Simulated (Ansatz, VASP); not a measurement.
**Sc2AgAu3 in VASP and in Ansatz**

File INCAR:

```
SYSTEM = Sc2AgAu3
ALGO = Fast ; EDIFF = 1E-6
EDIFFG = -0.01 ; ENCUT = 600
GGA = PE ; IBRION = 2
ISIF = 3 ; ISMEAR = 0
LASPH = .True. ; LCHARG = .False.
LREAL = .False. ; LWAVE = .False.
NELM = 80 ; NSW = 100
PREC = Accurate ; SIGMA = 0.1
```

KPOINTS

```
k-points
0
Gamma
  6 6 10
  0 0 0
```

POSCAR

```
Sc2AgAu3
1.0
    6.1288614562      0.0000000000      0.0000000000
   -3.0644307281      5.3077497173      0.0000000000
    0.0000000000      0.0000000000      4.2937351425
Sc Ag Au
2 1 3
Direct
    0.3333333333      0.6666666667      0.0000000000
    0.6666666667      0.3333333333      0.0000000000
    0.0000000000      0.0000000000      0.0000000000
    0.5000000000      0.0000000000      0.5000000000
    0.5000000000      0.5000000000      0.5000000000
    0.0000000000      0.5000000000      0.5000000000
```

Input for Ansatz:

```yaml
crystal:
  lattice:
    - [6.1288614562, 0.0, 0.0]
    - [-3.0644307281, 5.3077497173, 0.0]
    - [0.0, 0.0, 4.2937351425]
  atoms:
    - { symbol: Sc, position: [0.3333333333, 0.6666666667, 0.0] }
    - { symbol: Sc, position: [0.6666666667, 0.3333333333, 0.0] }
    - { symbol: Ag, position: [0.0, 0.0, 0.0] }
    - { symbol: Au, position: [0.5, 0.0, 0.5] }
    - { symbol: Au, position: [0.5, 0.5, 0.5] }
    - { symbol: Au, position: [0.0, 0.5, 0.5] }
basis:
  ecutwfc: 420
kpoints:
  mp_grid: { grid: [6, 6, 10] }
hamiltonian:
  xc: pbe
scf:
  occupations: { method: gaussian, width: 0.1 }
output:
  forces: true
  stress: true
  eigenvalues: true
relax:
  adjacent_minimum: "off"
  f_tol: 0.01
  max_steps: 80
  cell: { stress_tol: 0.05 }
```

Alike in both runs: task relaxation of cell and atoms; functional PBE; k mesh 6 × 6 × 10; occupations gaussian, width 0.1 eV; no spin polarisation.

|  | VASP | Ansatz |
| --- | --- | --- |
| version | VASP 6.6.1 | Ansatz 0.2.0 |
| potentials or method | VASP PAW PBE potentials, release 64 (Sc_sv, Ag, Au), cutoff 600 eV | scalar-relativistic, plane waves, PAW |
| valence electrons in the cell | 66 | 98 |

|  | VASP | Ansatz | Ansatz less VASP |
| --- | --- | --- | --- |
| gap on the k mesh at the Fermi level, each at its own relaxed structure (eV) | none | none | - |
| relaxed volume (Å³/atom) | 21.89 | 21.86 | -0.031 |
| relaxed length of the cell vector where the two differ most in proportion (Å) | 5.630 | 5.624 | -0.0063 |

A gap of «none» marks a metal or a gap that the smearing closes. VASP's potentials hold 66 valence electrons a cell and Ansatz's 98, so a difference there can come from the potentials and not from the codes.

Neither program's run includes spin-orbit coupling.
